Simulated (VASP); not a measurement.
# Na (P2_1/m) in VASP: further runs

Runs on Na. Level: LDA. Tasks: single point.

All numbers are computed with VASP 6.6.1; they aren't measurements. Logs are shortened: lines on timing, memory, paths and dates and some standing lists are left out, and cuts for length are marked.

## Step 1: The cell of the first run

It takes space group P2_1/m (No. 11, monoclinic). The conventional cell has a = 3.718 Å, b = 5.898 Å, c = 3.718 Å, α = 90.00°, β = 120.00°, γ = 90.00°. Na (site symmetry m) has 12 Na at 3.26 to 4.22 Å within 4.3 Å.

## Step 2: Single point, LDA (atoms displaced along a vibrational mode, the cell strained)

Input file INCAR:

```
SYSTEM = Na
PREC = Accurate ; ENCUT = 520
EDIFF = 1E-7 ; ISMEAR = 0
SIGMA = 0.15 ; LREAL = .False.
LASPH = .True. ; NELM = 80
ALGO = Fast ; ISIF = 2
LWAVE = .False. ; LCHARG = .False.
GGA = CA ; NBANDS = 14
```

Input file KPOINTS:

```
regular mesh
0
Gamma
  15 15 8
  0 0 0
```

Input file POSCAR:

```
Na
1.0
    3.7176600610      0.0000000000      0.0000000000
   -1.8588300305      3.2195880554      0.0000000000
    0.0000000000      0.0000000000      5.8981745703
Na
2
Direct
    0.2044455700      0.6666666667      0.2500000000
    0.7955544300      0.3333333333      0.7500000000
```

Potentials or basis: VASP PAW LDA potentials, release 64 (Na_pv).

Command:

```
$ cat potpaw_LDA.64/Na_pv/POTCAR > POTCAR
$ mpirun -np 1 vasp_std > vasp.out
```

OUTCAR:

```text
SYSTEM = Na
   PREC = Accurate
   ENCUT = 520
   EDIFF = 1E-7
   ISMEAR = 0
   LREAL = .False.
   LASPH = .True.
   NELM = 80
   ISIF = 2
   GGA = CA

 ion  position               nearest neighbor table
   1  0.204  0.667  0.250-
   2  0.796  0.333  0.750-

  LATTYP: Found a hexagonal cell.
 ALAT       =     3.7176600610
 C/A-ratio  =     1.5865287502

  Lattice vectors:

 A1 = (   3.7176600610,   0.0000000000,   0.0000000000)
 A2 = (  -1.8588300305,   3.2195880554,   0.0000000000)
 A3 = (   0.0000000000,   0.0000000000,   5.8981745703)

Analysis of symmetry for initial positions (statically):
=====================================================================
 Subroutine PRICEL returns:
 Original cell was already a primitive cell.

 Routine SETGRP: Setting up the symmetry group for a
 hexagonal supercell.

 Subroutine GETGRP returns: Found  4 space group operations
 (whereof  2 operations were pure point group operations)
 out of a pool of 24 trial point group operations.

The static configuration has the point symmetry S_2 .
 The point group associated with its full space group is C_2h.

Analysis of symmetry for dynamics (positions and initial velocities):
=====================================================================
 Subroutine PRICEL returns:
 Original cell was already a primitive cell.

 Routine SETGRP: Setting up the symmetry group for a
 hexagonal supercell.

 Subroutine GETGRP returns: Found  4 space group operations
 (whereof  2 operations were pure point group operations)
 out of a pool of 24 trial point group operations.

The dynamic configuration has the point symmetry S_2 .
 The point group associated with its full space group is C_2h.

 Subroutine INISYM returns: Found  4 space group operations
 (whereof  2 operations are pure point group operations),
 and found     1 'primitive' translations

----------------------------------------------------------------------------------------

                                     Primitive cell

  volume of cell :      70.5972

  direct lattice vectors                    reciprocal lattice vectors
     3.717660061  0.000000000  0.000000000     0.268986401  0.155299371  0.000000000
    -1.858830031  3.219588055  0.000000000     0.000000000  0.310598742  0.000000000
     0.000000000  0.000000000  5.898174570     0.000000000  0.000000000  0.169543981

  length of vectors
     3.717660061  3.717660061  5.898174570     0.310598742  0.310598742  0.169543981

  position of ions in fractional coordinates (direct lattice)
     0.204445570  0.666666667  0.250000000
     0.795554430  0.333333333  0.750000000

  ion indices of the primitive-cell ions
   primitive index   ion index
                 1           1
                 2           2

----------------------------------------------------------------------------------------

 KPOINTS: regular mesh

Automatic generation of k-mesh.
 Grid dimensions read from file:
 generate k-points for:   15   15    8

 Generating k-lattice:

  Cartesian coordinates                     Fractional coordinates (reciprocal lattice)
     0.017932427  0.010353291  0.000000000     0.066666667  0.000000000  0.000000000
     0.000000000  0.020706583  0.000000000     0.000000000  0.066666667  0.000000000
     0.000000000  0.000000000  0.021192998     0.000000000  0.000000000  0.125000000

  Length of vectors
     0.020706583  0.020706583  0.021192998

  Shift w.r.t. Gamma in fractional coordinates (k-lattice)
     0.000000000  0.000000000  0.000000000

 Subroutine IBZKPT returns following result:
 ===========================================

 Found    565 irreducible k-points:

 Following reciprocal coordinates:
            Coordinates               Weight
  0.000000  0.000000  0.000000      1.000000
  0.066667 -0.000000  0.000000      2.000000
  0.000000  0.066667  0.000000      2.000000
 -0.066667  0.066667  0.000000      2.000000
  0.133333 -0.000000  0.000000      2.000000
  0.000000  0.133333  0.000000      2.000000
[... 16 lines left out ...]
  0.066667  0.066667  0.000000      2.000000
 -0.066667  0.133333  0.000000      2.000000
 [... further k-points ...]
   k-points           NKPTS =    565   k-points in BZ     NKDIM =    565   number of bands    NBANDS=     14
   number of dos      NEDOS =    301   number of ions     NIONS =      2
   total plane-waves  NPLWV =  37632
   dimension x,y,z NGX =    28 NGY =   28 NGZ =   48
   dimension x,y,z NGXF=    56 NGYF=   56 NGZF=   96
   ions per type =               2
   NGX,Y,Z   is equivalent  to a cutoff of  12.52, 12.52, 13.53 a.u.
   NGXF,Y,Z  is equivalent  to a cutoff of  25.04, 25.04, 27.06 a.u.
 SYSTEM =  Na
   PREC   = accura    normal or accurate (medium, high low for compatibility)
   ISTART =      0    job   : 0-new  1-cont  2-samecut
   ICHARG =      2    charge: 1-file 2-atom 10-const
   ISPIN  =      1    spin polarized calculation?
   LNONCOLLINEAR =      F non collinear calculations
   LSORBIT =      F    spin-orbit coupling
   LASPH  =      T    aspherical Exc in radial PAW
   ENCUT  =  520.0 eV  38.22 Ry    6.18 a.u.   6.91  6.91 10.97*2*pi/ulx,y,z
   NELM   =     80;   NELMIN=  2; NELMDL= -5     # of ELM steps
   EDIFF  = 0.1E-06   stopping-criterion for ELM
   LREAL  =      F    real-space projection
   EDIFFG = 0.1E-05   stopping-criterion for IOM
   NSW    =      0    number of steps for IOM
   IBRION =     -1    ionic relax: 0-MD 1-quasi-New 2-CG
   NFREE  =      0    steps in history (QN), initial steepest desc. (CG)
   ISIF   =      2    stress and relaxation
   ISYM   =      2    0-nonsym 1-usesym 2-fastsym
   POTIM  = 0.5000    time-step for ionic-motion
   TEBEG  =    0.0;   TEEND  =   0.0 temperature during run
   PSTRESS=    0.0 pullay stress
   NELECT =      14.0000    total number of electrons
   NUPDOWN=      -1.0000    fix difference up-down
   EMIN   =  10.00;   EMAX   =-10.00  energy-range for DOS
   EFERMI =   0.00;   METHOD = LEGACY
   ISMEAR =     0;   SIGMA  =   0.15  broadening in eV -4-tet -1-fermi 0-gaus
   EFERMI_NEDOS =   21; number of points for ismear=-14 and -15
   IALGO  =     68    algorithm
   IMIX   =      4    mixing-type and parameters
     AMIX     =   0.40;   BMIX     =  1.00
     AMIX_MAG =   1.60;   BMIX_MAG =  1.00
  volume/ion in A,a.u.               =      35.30       238.21
  Fermi-wavevector in a.u.,A,eV,Ry     =   0.954674  1.804072 12.400376  0.911402
  Thomas-Fermi vector in A             =   2.083442
   LORBIT       =      0    0 simple, 1 ext, 2 COOP (PROOUT), +10 PAW based schemes
   GGA     = CA    functional components
   LHFCALC =     F    Hartree Fock is set to
   AEXX    =    0.0000 exact exchange contribution
   IVDW    =     0    specifies the selected vdW correction
   LEPSILON=     F    determine dielectric tensor
   LRPA    =     F    only Hartree local field effects (RPA)
 non-spin polarized calculation
 RMM-DIIS sequential band-by-band and
 Gauss-broadening in eV      SIGMA  =   0.15
  energy-cutoff  :      520.00
  volume of cell :       70.60
 maximum number of plane-waves:      1920
   NGX = 13   NGY = 13   NGZ = 21

 number of electron      14.0000001 magnetization

 Free energy of the ion-electron system (eV)
  ---------------------------------------------------
  ext. energy  EPLUGINS =         0.00000000
  ---------------------------------------------------
  free energy    TOTEN  =        -2.85170490 eV

  energy without entropy =       -2.84007044  energy(sigma->0) =       -2.84588767

 E-fermi :   0.3127     XC(G=0):  -6.8642

 val. band max:        0.3060739625   @ k =  -0.4000   0.4667  -0.3750
 cond. band min:       0.3202216608   @ k =   0.4000  -0.0000   0.5000
 fundamental gap:      0.0141476983
 Fermi energy:         0.3127287927

 k-point     1 :       0.0000    0.0000    0.0000
  band No.  band energies     occupation
      1     -24.7094      2.00000
      2     -24.6536      2.00000
      3     -24.6418      2.00000
      4     -24.6415      2.00000
      5     -24.6396      2.00000
      6     -24.6358      2.00000
      7      -3.0856      2.00000
      8       1.0145      0.00000
      9       1.4600      0.00000
     10      10.2013      0.00000
     11      10.2763      0.00000
     12      10.7007      0.00000
     13      10.8060      0.00000
     14      11.0268      0.00000

 k-point     2 :       0.0667   -0.0000    0.0000
  band No.  band energies     occupation
      1     -24.7088      2.00000
      2     -24.6546      2.00000
      3     -24.6431      2.00000
      4     -24.6419      2.00000
      5     -24.6398      2.00000
      6     -24.6362      2.00000
      7      -3.0187      2.00000
      8       1.0728      0.00000
      9       1.5248      0.00000
     10       9.0532      0.00000
     11       9.6919      0.00000
     12      10.0584      0.00000
     13      11.4145      0.00000
     14      11.7599      0.00000

 k-point     3 :       0.0000    0.0667    0.0000
  band No.  band energies     occupation
      1     -24.7088      2.00000
      2     -24.6544      2.00000
      3     -24.6432      2.00000
      4     -24.6418      2.00000
      5     -24.6398      2.00000
      6     -24.6364      2.00000
      7      -3.0187      2.00000
      8       1.0729      0.00000
      9       1.5250      0.00000
     10       9.0229      0.00000
     11       9.7296      0.00000
     12      10.0316      0.00000
     13      11.4780      0.00000
     14      11.7130      0.00000
[... 324 lines left out ...]
 k-point    23 :       0.0667    0.0667    0.0000
  band No.  band energies     occupation
      1     -24.7074      2.00000
      2     -24.6567      2.00000
      3     -24.6461      2.00000
      4     -24.6423      2.00000
      5     -24.6406      2.00000
      6     -24.6368      2.00000
      7      -2.8853      2.00000
      8       1.1893      0.00000
      9       1.6529      0.00000
     10       8.0804      0.00000
     11       8.6572      0.00000
     12      10.3627      0.00000
     13      11.1175      0.00000
     14      11.4707      0.00000

 k-point    24 :      -0.0667    0.1333    0.0000
  band No.  band energies     occupation
      1     -24.7083      2.00000
      2     -24.6549      2.00000
      3     -24.6455      2.00000
      4     -24.6428      2.00000
      5     -24.6397      2.00000
      6     -24.6386      2.00000
      7      -2.8854      2.00000
      8       1.1900      0.00000
      9       1.6560      0.00000
     10       8.1877      0.00000
     11       8.2934      0.00000
     12      10.7142      0.00000
     13      11.0921      0.00000
     14      11.7253      0.00000

 [... further k-points ...]

------------------------ aborting loop because EDIFF is reached ----------------------------------------

  FORCE on cell =-STRESS in cart. coord.  units (eV):
  Direction    XX          YY          ZZ          XY          YZ          ZX
  --------------------------------------------------------------------------------------
  -------------------------------------------------------------------------------------
  Total       -0.3866469     -0.2284398      0.2072313      0.2330423      0.0000000      0.0000000
  in kB       -8.7748056     -5.1843546      4.7030355      5.2888069      0.0000000      0.0000000
  external PRESSURE =      -3.0853749 kB  Pullay stress =       0.0000000 kB

 VOLUME and BASIS-vectors are now :
 -----------------------------------------------------------------------------
  energy-cutoff  :      520.00
  volume of cell :       70.60
      direct lattice vectors                 reciprocal lattice vectors
     3.717660061  0.000000000  0.000000000     0.268986401  0.155299371  0.000000000
    -1.858830031  3.219588055  0.000000000     0.000000000  0.310598742  0.000000000
     0.000000000  0.000000000  5.898174570     0.000000000  0.000000000  0.169543981

 POSITION                                       TOTAL-FORCE (eV/Angst)
 -----------------------------------------------------------------------------------
     -0.47916      2.14639      1.47454         0.090096      0.095905      0.000000
      2.33799      1.07320      4.42363        -0.090096     -0.095905      0.000000
 -----------------------------------------------------------------------------------
    total drift:                                0.000000      0.000000     -0.000000

  FREE ENERGIE OF THE ION-ELECTRON SYSTEM (eV)
  ---------------------------------------------------
  free  energy   TOTEN  =        -2.8517048956 eV

  energy  without entropy=       -2.8400704369  energy(sigma->0) =       -2.84588767
```

Run time: 14 min. Hardware: 1 thread of Intel Xeon 8259CL, shared host; peak memory 0.48 GiB.

What came out:

* Free energy: -2.8517 eV
* Pressure: -0.3 GPa
* Largest force: 0.132 eV/Å
* Band gap on the k mesh: zero (bands 7 and 8 overlap by 4.40 eV)

Forces in eV/Å, atoms in the order of the input:
```
Na   0.090  0.096  0.000
Na  -0.090 -0.096  0.000
```

Stress tensor (GPa, compression positive):
```
-0.88  0.53  0.00
 0.53 -0.52  0.00
 0.00  0.00  0.47
```

Caveat: the cell differs from its parent crystal (atoms displaced along a vibrational mode, the cell strained).

## Step 3: Single point, LDA (atoms displaced along a vibrational mode, the cell strained)

Input file INCAR:

```
  PREC = Accurate
  ENCUT = 520
  EDIFF = 1E-6
  ISMEAR = 0
  SIGMA = 0.15
  LREAL = False
  LASPH = True
  NELM = 80
  ALGO = Fast
  ISIF = 2
  LWAVE = False
  LCHARG = False
  NBANDS = 14
```

Input file KPOINTS:

```
regular mesh
0
Gamma
  15 15 8
```

Input file POSCAR:

```
Na
1.0
    3.7658190936      0.0000000000      0.0000000000
   -1.8829095468      3.2612950011      0.0000000000
    0.0000000000      0.0000000000      5.8981745703
Na
2
Direct
    0.2689032601      0.6666666667      0.2500000000
    0.7310967399      0.3333333333      0.7500000000
```

Potentials or basis: VASP PAW LDA potentials, release 64 (Na_pv).

Command:

```
$ cat potpaw_LDA.64/Na_pv/POTCAR > POTCAR
$ mpirun -np 1 vasp_std > vasp.out
```

It took 9.7 min on 1 thread of Intel Xeon 8259CL, shared host; peak memory 0.48 GiB.

The run converged. Its results:

```
Free energy            : -2.8829 eV
Pressure               : -0.6 GPa
Largest force          : 0.072 eV/Å
Band gap on the k mesh : zero (bands 7 and 8 overlap by 4.27 eV)
```

Forces on the atoms (eV/Å):
```
Na   0.066  0.029  0.000
Na  -0.066 -0.029  0.000
```

Stress tensor (GPa, compression positive):
```
-0.87  0.38  0.00
 0.38 -0.77  0.00
 0.00  0.00 -0.24
```

Levels at points of the mesh, in eV from the Fermi level:
```
           k point  band 4  band 5  band 6  band 7  band 8  band 9  band 10  band 11
(0.00, 0.00, 0.00)  -24.94  -24.94  -24.94   -3.34    0.77    1.19     9.69     9.82
(0.00, 0.00, 0.50)  -24.95  -24.94  -24.94   -2.23   -2.23    6.04     6.04    10.32
```

Caveat: the cell differs from its parent crystal (atoms displaced along a vibrational mode, the cell strained).

The gap in the log of VASP goes by the Fermi energy; the results here count the filled bands.